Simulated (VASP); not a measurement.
Mg2CdO3:

```
Mg Cd O
1.0
     1.59249   -2.71505   -0.02230
    -4.77999   -2.71651    0.00381
     0.03261   -0.04549   -7.65937
Mg Cd O
4 2 6
Direct
  0.93528 0.73409 0.16731
  0.51706 0.15075 0.14516
  0.47856 0.84101 0.85934
  0.99477 0.35739 0.83699
  0.97519 0.95763 0.48512
  0.45876 0.49618 0.49444
  0.57810 0.84140 0.29258
  0.00114 0.31579 0.31094
  0.99407 0.65318 0.70803
  0.52119 0.16457 0.71669
  0.04873 0.96936 0.99384
  0.49715 0.51865 0.98957
```

- Program: VASP 6.6.1
- Task: relaxation of cell and atoms
- Functional: PBE
- Potentials or basis: VASP PAW PBE potentials, release 64 (Mg, Cd, O)
- Cutoff: 600 eV
- k mesh: 4 × 4 × 2
- Occupations: gaussian, width 0.1 eV
- Spin: no spin polarisation

At the start: pressure 10.8 GPa; volume 11.04 Å³/atom.

Question: Where does the relaxation end?

Answer: Over 17 steps the energy falls by 327.7 meV/atom and the volume is 10.91 Å³/atom (-1.2 %); space group P1 (No. 1, to 0.1 Å) before, P-3m1 (No. 164, to 0.1 Å).

Step by step:
| step | energy change (eV) | largest force (eV/Å) | pressure (GPa) | volume (Å³) |
| --- | --- | --- | --- | --- |
| 1 | 0.0000 | 11.8653 | 10.77 | 132.53 |
| 2 | -2.5447 | 2.0216 | -10.26 | 147.12 |
| 3 | -2.9606 | 1.9152 | -5.50 | 140.03 |
| 4 | -2.9788 | 1.7711 | -6.80 | 141.41 |
| 5 | -3.6220 | 0.8618 | -1.06 | 133.16 |
| 6 | -3.6826 | 0.7467 | 2.19 | 129.91 |
| 7 | -3.8384 | 0.4749 | 0.34 | 131.02 |
| 8 | -3.8741 | 0.5364 | -0.76 | 131.88 |
| 9 | -3.9080 | 0.2340 | 0.13 | 130.95 |
| 10 | -3.9122 | 0.2227 | 0.63 | 130.48 |
| 11 | -3.9246 | 0.1405 | -0.18 | 131.14 |
| 12 | -3.9254 | 0.1286 | -0.42 | 131.36 |
| 13 | -3.9302 | 0.0962 | 0.11 | 130.85 |
| 14 | -3.9306 | 0.0994 | 0.31 | 130.66 |
| 15 | -3.9325 | 0.0370 | -0.07 | 131.02 |
| 16 | -3.9325 | 0.0339 | -0.12 | 131.06 |
| 17 | -3.9329 | 0.0196 | 0.05 | 130.90 |

Final structure:
```cif
data_structure
_symmetry_space_group_name_H-M 'P 1'
_symmetry_Int_Tables_number 1
_cell_length_a 3.1167
_cell_length_b 5.3918
_cell_length_c 7.7897
_cell_angle_alpha 89.980
_cell_angle_beta 90.035
_cell_angle_gamma 90.040
_cell_volume 130.90
loop_
_atom_site_label
_atom_site_type_symbol
_atom_site_fract_x
_atom_site_fract_y
_atom_site_fract_z
_atom_site_occupancy
Mg1 Mg 0.99932 0.66699 0.15578 1
Mg2 Mg 0.49930 0.16709 0.15572 1
Mg3 Mg 0.50074 0.83336 0.84423 1
Mg4 Mg 0.00078 0.33327 0.84401 1
Cd1 Cd 0.99917 0.99959 0.49985 1
Cd2 Cd 0.49925 0.49987 0.50016 1
O1 O 0.49955 0.83299 0.30365 1
O2 O 0.99932 0.33321 0.30382 1
O3 O 0.00144 0.66677 0.69637 1
O4 O 0.50031 0.16649 0.69641 1
O5 O 0.00047 0.00038 0.00002 1
O6 O 0.50036 0.49998 0.99996 1
```

Caveat: the k points lie up to 0.50 Å⁻¹ apart in the final cell.
